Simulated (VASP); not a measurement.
# CaO (Fm-3m) in VASP: a series of runs

CaO is run at these levels: PBE, LDA, r2SCAN, HSE06; tasks: single point.

All numbers are computed with VASP 6.6.1; they aren't measurements. Logs are shortened: lines on timing, memory, paths and dates and some standing lists are left out, and cuts for length are marked.

## (1) The cell of the first run

Symmetry: Fm-3m, No. 225, cubic system. Conventional cell: a = 4.795 Å, b = 4.795 Å, c = 4.795 Å, α = 90.00°, β = 90.00°, γ = 90.00°. Ca (site symmetry m-3m) has 6 O at 2.40 Å within 3.2 Å. O (site symmetry m-3m) has 6 Ca at 2.40 Å within 3.2 Å.

## (2) Single point, PBE

Input file INCAR:

```
PREC     = Accurate       # precision mode
ENCUT    = 600            # plane-wave cutoff, eV
EDIFF    = 1E-6           # SCF threshold, eV
ISMEAR   = 0              # smearing method
SIGMA    = 0.01           # smearing width, eV
LREAL    = False          # projectors in reciprocal space
LASPH    = True           # aspherical terms in the spheres
NELM     = 120            # most SCF steps
ALGO     = Normal         # electronic algorithm
ISIF     = 2              # what is computed and relaxed
LWAVE    = False          # write WAVECAR
LCHARG   = False          # write CHGCAR
GGA      = PE             # functional
NBANDS   = 15             # bands
GGA_COMPAT= False
```

Input file KPOINTS:

```
regular mesh
0
Gamma
  4 4 4
```

Input file POSCAR:

```
CaO
1.0
    0.0000000000      2.3975501260      2.3975501260
    2.3975501260      0.0000000000      2.3975501260
    2.3975501260      2.3975501260      0.0000000000
Ca O
1 1
Direct
    0.0000000000      0.0000000000      0.0000000000
    0.5000000000      0.5000000000      0.5000000000
```

Potentials or basis: VASP PAW PBE potentials, release 64 (Ca_sv, O).

Started as:

```
$ cat potpaw_PBE.64/Ca_sv/POTCAR potpaw_PBE.64/O/POTCAR > POTCAR
$ mpirun -np 1 vasp_std > vasp.out
```

OUTCAR:

```text
PREC = Accurate
   ENCUT = 600
   EDIFF = 1E-6
   ISMEAR = 0
   LREAL = False
   LASPH = True
   NELM = 120
   ISIF = 2
   GGA = PE

 ion  position               nearest neighbor table
   1  0.000  0.000  0.000-   2 2.40   2 2.40   2 2.40   2 2.40   2 2.40   2 2.40
   2  0.500  0.500  0.500-   1 2.40   1 2.40   1 2.40   1 2.40   1 2.40   1 2.40

  LATTYP: Found a face centered cubic cell.
 ALAT       =     4.7951002520

  Lattice vectors:

 A1 = (   0.0000000000,   2.3975501260,   2.3975501260)
 A2 = (   2.3975501260,   0.0000000000,   2.3975501260)
 A3 = (   2.3975501260,   2.3975501260,   0.0000000000)

Analysis of symmetry for initial positions (statically):
=====================================================================
 Subroutine PRICEL returns:
 Original cell was already a primitive cell.

 Routine SETGRP: Setting up the symmetry group for a
 face centered cubic supercell.

 Subroutine GETGRP returns: Found 48 space group operations
 (whereof 48 operations were pure point group operations)
 out of a pool of 48 trial point group operations.

The static configuration has the point symmetry O_h .

Analysis of symmetry for dynamics (positions and initial velocities):
=====================================================================
 Subroutine PRICEL returns:
 Original cell was already a primitive cell.

 Routine SETGRP: Setting up the symmetry group for a
 face centered cubic supercell.

 Subroutine GETGRP returns: Found 48 space group operations
 (whereof 48 operations were pure point group operations)
 out of a pool of 48 trial point group operations.

The dynamic configuration has the point symmetry O_h .

 Subroutine INISYM returns: Found 48 space group operations
 (whereof 48 operations are pure point group operations),
 and found     1 'primitive' translations

----------------------------------------------------------------------------------------

                                     Primitive cell

  volume of cell :      27.5634

  direct lattice vectors                    reciprocal lattice vectors
     0.000000000  2.397550126  2.397550126    -0.208546213  0.208546213  0.208546213
     2.397550126  0.000000000  2.397550126     0.208546213 -0.208546213  0.208546213
     2.397550126  2.397550126  0.000000000     0.208546213  0.208546213 -0.208546213

  length of vectors
     3.390647905  3.390647905  3.390647905     0.361212637  0.361212637  0.361212637

  position of ions in fractional coordinates (direct lattice)
     0.000000000  0.000000000  0.000000000
     0.500000000  0.500000000  0.500000000

  ion indices of the primitive-cell ions
   primitive index   ion index
                 1           1
                 2           2

----------------------------------------------------------------------------------------

 KPOINTS: regular mesh

Automatic generation of k-mesh.
 Grid dimensions read from file:
 generate k-points for:    4    4    4

 Generating k-lattice:

  Cartesian coordinates                     Fractional coordinates (reciprocal lattice)
    -0.052136553  0.052136553  0.052136553     0.250000000  0.000000000  0.000000000
     0.052136553 -0.052136553  0.052136553     0.000000000  0.250000000  0.000000000
     0.052136553  0.052136553 -0.052136553     0.000000000  0.000000000  0.250000000

  Length of vectors
     0.090303159  0.090303159  0.090303159

  Shift w.r.t. Gamma in fractional coordinates (k-lattice)
     0.000000000  0.000000000  0.000000000

 Subroutine IBZKPT returns following result:
 ===========================================

 Found      8 irreducible k-points:

 Following reciprocal coordinates:
            Coordinates               Weight
  0.000000  0.000000  0.000000      1.000000
  0.250000  0.000000  0.000000      8.000000
  0.500000  0.000000  0.000000      4.000000
  0.250000  0.250000  0.000000      6.000000
  0.500000  0.250000  0.000000     24.000000
 -0.250000  0.250000  0.000000     12.000000
  0.500000  0.500000  0.000000      3.000000
 -0.250000  0.500000  0.250000      6.000000
   k-points           NKPTS =      8   k-points in BZ     NKDIM =      8   number of bands    NBANDS=     15
   number of dos      NEDOS =    301   number of ions     NIONS =      2
   total plane-waves  NPLWV =  21952
   dimension x,y,z NGX =    28 NGY =   28 NGZ =   28
   dimension x,y,z NGXF=    56 NGYF=   56 NGZF=   56
   ions per type =               1   1
   NGX,Y,Z   is equivalent  to a cutoff of  13.73, 13.73, 13.73 a.u.
   NGXF,Y,Z  is equivalent  to a cutoff of  27.46, 27.46, 27.46 a.u.
 SYSTEM =  unknown system
   PREC   = accura    normal or accurate (medium, high low for compatibility)
   ISTART =      0    job   : 0-new  1-cont  2-samecut
   ICHARG =      2    charge: 1-file 2-atom 10-const
   ISPIN  =      1    spin polarized calculation?
   LNONCOLLINEAR =      F non collinear calculations
   LSORBIT =      F    spin-orbit coupling
   LASPH  =      T    aspherical Exc in radial PAW
   ENCUT  =  600.0 eV  44.10 Ry    6.64 a.u.   6.77  6.77  6.77*2*pi/ulx,y,z
   NELM   =    120;   NELMIN=  2; NELMDL= -5     # of ELM steps
   EDIFF  = 0.1E-05   stopping-criterion for ELM
   LREAL  =      F    real-space projection
   EDIFFG = 0.1E-04   stopping-criterion for IOM
   NSW    =      0    number of steps for IOM
   IBRION =     -1    ionic relax: 0-MD 1-quasi-New 2-CG
   NFREE  =      0    steps in history (QN), initial steepest desc. (CG)
   ISIF   =      2    stress and relaxation
   ISYM   =      2    0-nonsym 1-usesym 2-fastsym
   POTIM  = 0.5000    time-step for ionic-motion
   TEBEG  =    0.0;   TEEND  =   0.0 temperature during run
   PSTRESS=    0.0 pullay stress
   NELECT =      16.0000    total number of electrons
   NUPDOWN=      -1.0000    fix difference up-down
   EMIN   =  10.00;   EMAX   =-10.00  energy-range for DOS
   EFERMI =   0.00;   METHOD = LEGACY
   ISMEAR =     0;   SIGMA  =   0.01  broadening in eV -4-tet -1-fermi 0-gaus
   EFERMI_NEDOS =   21; number of points for ismear=-14 and -15
   IALGO  =     38    algorithm
   IMIX   =      4    mixing-type and parameters
     AMIX     =   0.40;   BMIX     =  1.00
     AMIX_MAG =   1.60;   BMIX_MAG =  1.00
  volume/ion in A,a.u.               =      13.78        93.00
  Fermi-wavevector in a.u.,A,eV,Ry     =   1.365643  2.580691 25.374598  1.864980
  Thomas-Fermi vector in A             =   2.491853
   LORBIT       =      0    0 simple, 1 ext, 2 COOP (PROOUT), +10 PAW based schemes
   GGA     = PE    functional components
   LHFCALC =     F    Hartree Fock is set to
   AEXX    =    0.0000 exact exchange contribution
   IVDW    =     0    specifies the selected vdW correction
   LEPSILON=     F    determine dielectric tensor
   LRPA    =     F    only Hartree local field effects (RPA)
 non-spin polarized calculation
 Gauss-broadening in eV      SIGMA  =   0.01
  energy-cutoff  :      600.00
  volume of cell :       27.56
 maximum number of plane-waves:       941
   NGX = 13   NGY = 13   NGZ = 13

 number of electron      15.9999997 magnetization

 Free energy of the ion-electron system (eV)
  ---------------------------------------------------
  ext. energy  EPLUGINS =         0.00000000
  ---------------------------------------------------
  free energy    TOTEN  =       -12.79584420 eV

  energy without entropy =      -12.79584420  energy(sigma->0) =      -12.79584420

 E-fermi :   2.4604     XC(G=0): -10.5083

 val. band max:        2.3962765646   @ k =   0.0000   0.0000   0.0000
 cond. band min:       6.0237661486   @ k =   0.5000   0.5000   0.0000
 fundamental gap:      3.6274895840
 Fermi energy:         2.4604496147

 k-point     1 :       0.0000    0.0000    0.0000
  band No.  band energies     occupation
      1     -35.2204      2.00000
      2     -15.9793      2.00000
      3     -15.9793      2.00000
      4     -15.9793      2.00000
      5     -13.1499      2.00000
      6       2.3963      2.00000
      7       2.3963      2.00000
      8       2.3963      2.00000
      9       7.1633      0.00000
     10       8.6319      0.00000
     11       8.6319      0.00000
     12       8.6319      0.00000
     13      10.1477      0.00000
     14      10.1477      0.00000
     15      17.5102      0.00000

 k-point     2 :       0.2500    0.0000    0.0000
  band No.  band energies     occupation
      1     -35.1676      2.00000
      2     -16.6323      2.00000
      3     -16.0069      2.00000
      4     -16.0069      2.00000
      5     -12.4597      2.00000
      6       0.8522      2.00000
      7       1.7259      2.00000
      8       1.7259      2.00000
      9       8.6673      0.00000
     10       9.3107      0.00000
     11       9.5978      0.00000
     12       9.5978      0.00000
     13      11.4144      0.00000
     14      11.4144      0.00000
     15      18.4062      0.00000

 k-point     3 :       0.5000    0.0000    0.0000
  band No.  band energies     occupation
      1     -35.1141      2.00000
      2     -17.1242      2.00000
      3     -16.0340      2.00000
      4     -16.0340      2.00000
      5     -11.9238      2.00000
      6      -0.2613      2.00000
      7       1.1786      2.00000
      8       1.1786      2.00000
      9       9.4745      0.00000
     10      10.7824      0.00000
     11      10.7824      0.00000
     12      10.9518      0.00000
     13      12.8699      0.00000
     14      12.8699      0.00000
     15      16.6925      0.00000
[... 55 lines left out ...]
 k-point     7 :       0.5000    0.5000    0.0000
  band No.  band energies     occupation
      1     -35.0827      2.00000
      2     -16.5954      2.00000
      3     -16.2124      2.00000
      4     -16.2124      2.00000
      5     -12.9107      2.00000
      6       1.0967      2.00000
      7       2.0229      2.00000
      8       2.0229      2.00000
      9       6.0238      0.00000
     10      10.4856      0.00000
     11      11.3218      0.00000
     12      11.9697      0.00000
     13      11.9697      0.00000
     14      13.7220      0.00000
     15      15.8828      0.00000

 k-point     8 :      -0.2500    0.5000    0.2500
  band No.  band energies     occupation
      1     -35.0816      2.00000
      2     -16.4204      2.00000
      3     -16.4063      2.00000
      4     -16.4063      2.00000
      5     -12.5088      2.00000
      6       1.0976      2.00000
      7       1.3365      2.00000
      8       1.3365      2.00000
      9       8.7274      0.00000
     10       8.7274      0.00000
     11      10.8244      0.00000
     12      11.9755      0.00000
     13      12.4192      0.00000
     14      16.3418      0.00000
     15      16.6260      0.00000

------------------------ aborting loop because EDIFF is reached ----------------------------------------

  FORCE on cell =-STRESS in cart. coord.  units (eV):
  Direction    XX          YY          ZZ          XY          YZ          ZX
  --------------------------------------------------------------------------------------
  -------------------------------------------------------------------------------------
  Total        0.5157111      0.5157111      0.5157111      0.0000000     -0.0000000      0.0000000
  in kB       29.9767131     29.9767131     29.9767131      0.0000000     -0.0000000      0.0000000
  external PRESSURE =      29.9767131 kB  Pullay stress =       0.0000000 kB

 VOLUME and BASIS-vectors are now :
 -----------------------------------------------------------------------------
  energy-cutoff  :      600.00
  volume of cell :       27.56
      direct lattice vectors                 reciprocal lattice vectors
     0.000000000  2.397550126  2.397550126    -0.208546213  0.208546213  0.208546213
     2.397550126  0.000000000  2.397550126     0.208546213 -0.208546213  0.208546213
     2.397550126  2.397550126  0.000000000     0.208546213  0.208546213 -0.208546213

 POSITION                                       TOTAL-FORCE (eV/Angst)
 -----------------------------------------------------------------------------------
      0.00000      0.00000      0.00000        -0.000000      0.000000      0.000000
      2.39755      2.39755      2.39755         0.000000     -0.000000     -0.000000
 -----------------------------------------------------------------------------------
    total drift:                                0.000000      0.000000      0.000000

  FREE ENERGIE OF THE ION-ELECTRON SYSTEM (eV)
  ---------------------------------------------------
  free  energy   TOTEN  =       -12.7958441962 eV

  energy  without entropy=      -12.7958441962  energy(sigma->0) =      -12.79584420
```

It used 6.1 s of CPU time on 1 thread of AMD EPYC 7R13 Processor (Zen 3), on a shared host.

Results:

| Item | Value |
| --- | --- |
| Free energy | -12.7958 eV |
| Pressure | 3.0 GPa |
| Band gap on the k mesh | 3.63 eV, indirect (least direct gap 4.00 eV) |

Levels at points of the mesh, in eV from the valence-band top:
| k point | band 6 | band 7 | band 8 | band 9 | band 10 | band 11 |
| --- | --- | --- | --- | --- | --- | --- |
| (0.00, 0.00, 0.00) | 0.00 | 0.00 | 0.00 | 4.77 | 6.24 | 6.24 |
| (0.50, 0.00, 0.00) | -2.66 | -1.22 | -1.22 | 7.08 | 8.39 | 8.39 |
| (0.50, 0.50, 0.00) | -1.30 | -0.37 | -0.37 | 3.63 | 8.09 | 8.93 |

Caveat: the k points lie up to 0.57 Å⁻¹ apart. A k mesh can miss the band edges.

(Continued in part 2 of 3.)
